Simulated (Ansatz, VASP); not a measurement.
## One calculation of Ti, two programs

The input INCAR:

```
SYSTEM = Ti
PREC = Accurate
ENCUT = 520
EDIFF = 1E-6
ISMEAR = 0
SIGMA = 0.15
LREAL = .FALSE.
LASPH = .TRUE.
NELM = 80
ALGO = Fast
ISIF = 2
LWAVE = .FALSE.
LCHARG = .FALSE.
GGA = PE
NBANDS = 19
```

The input KPOINTS:

```
regular mesh
0
G
  24 24 14
  0 0 0
```

The input POSCAR:

```
Ti
1.0
    3.0559963837      0.0000000000      0.0000000000
   -1.5279981918      2.6465705022      0.0000000000
    0.0000000000      0.0000000000      4.8366593752
Ti
2
Direct
    0.3333333333      0.6666666667      0.2500000000
    0.6666666667      0.3333333333      0.7500000000
```

Input for Ansatz:

```yaml
crystal:
  lattice:
    - [3.0559963837, 0.0, 0.0]
    - [-1.5279981918, 2.6465705022, 0.0]
    - [0.0, 0.0, 4.8366593752]
  atoms:
    - { symbol: Ti, position: [0.3333333333, 0.6666666667, 0.25] }
    - { symbol: Ti, position: [0.6666666667, 0.3333333333, 0.75] }
basis:
  ecutwfc: 420
kpoints:
  mp_grid: { grid: [24, 24, 14] }
hamiltonian:
  xc: pbe
scf:
  occupations: { method: gaussian, width: 0.15 }
output:
  forces: true
  stress: true
  eigenvalues: true
```

Change from the starting cell: strain +0.040 along x and y, +0.040 along z, atoms carried along.

Alike in both runs: task single point; functional PBE; k mesh 24 × 24 × 14; occupations gaussian, width 0.15 eV; no spin polarisation.

|  | VASP | Ansatz |
| --- | --- | --- |
| version | VASP 6.6.1 | Ansatz 0.2.0 |
| potentials or method | VASP PAW PBE potentials, release 64 (Ti_sv), cutoff 520 eV | scalar-relativistic, plane waves, PAW |
| valence electrons in the cell | 24 | 24 |

VASP gave:

```
gap on the k mesh at the Fermi level (eV)                     : none
pressure (GPa)                                                : -10.7
traceless stress, the component that is largest in VASP (GPa) : -0.11
```

**Question.** Estimate Ansatz's values.

**Answer.** gap on the k mesh at the Fermi level (eV): none; pressure (GPa): -10.6; traceless stress, the component that is largest in VASP (GPa): -0.12.

A gap of «none» marks a metal or a gap that the smearing closes. With one functional, cell and mesh, what is left measures potentials, basis and numerics.
